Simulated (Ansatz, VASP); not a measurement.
## Si8GeO16: VASP beside Ansatz

```
CELL_PARAMETERS angstrom
-4.17380 -4.17380 0.00000
4.17380 -4.17380 0.00000
0.00000 0.00000 5.33260
ATOMIC_POSITIONS crystal
Si 0.49958 0.47371 0.99980
Si 0.01382 0.53511 0.24907
Si 0.47868 0.49625 0.48861
Si 0.01950 0.53165 0.76632
Si 0.00109 0.02429 0.00851
Si 0.48199 0.97199 0.24226
Si 0.02073 0.01366 0.51488
Si 0.48464 0.96256 0.76124
O 0.20111 0.54250 0.00768
O 0.02704 0.22632 0.23597
O 0.80883 0.50503 0.00514
O 0.99494 0.83318 0.25396
O 0.20491 0.51886 0.50422
O 0.05774 0.22679 0.78972
O 0.85198 0.56480 0.51236
O 0.99500 0.83173 0.76491
O 0.69226 0.99267 0.00345
O 0.50644 0.67073 0.24009
O 0.29869 0.95535 0.00309
O 0.44639 0.27356 0.21960
O 0.64870 0.93598 0.49652
O 0.50433 0.66591 0.75550
O 0.29539 0.98071 0.50431
O 0.47390 0.26721 0.77990
Ge 0.74413 0.25231 0.51594
```

Alike in both runs: functional PBE; dispersion D3(BJ); k mesh 2 × 2 × 2; occupations fermi-dirac, width 0.05 eV; no spin polarisation.

Ansatz relaxed the structure, and its values are those at the end. VASP's run is a single point on that final structure, the one shown.

|  | VASP | Ansatz |
| --- | --- | --- |
| version | VASP 6.6.1 | Ansatz 0.2.0 |
| potentials or method | VASP PAW PBE potentials, release 64 (Si, O, Ge_d), cutoff 520 eV | scalar-relativistic, plane waves, PAW |
| valence electrons in the cell | 142 | 142 |

Ansatz gave:

| Property | Result |
| --- | --- |
| rms of the force components (eV/Å) | 0.007 |

Task: Which values does VASP return?

Result: rms of the force components (eV/Å): 0.023.

The k mesh is coarse, so the values compare programs but aren't converged.
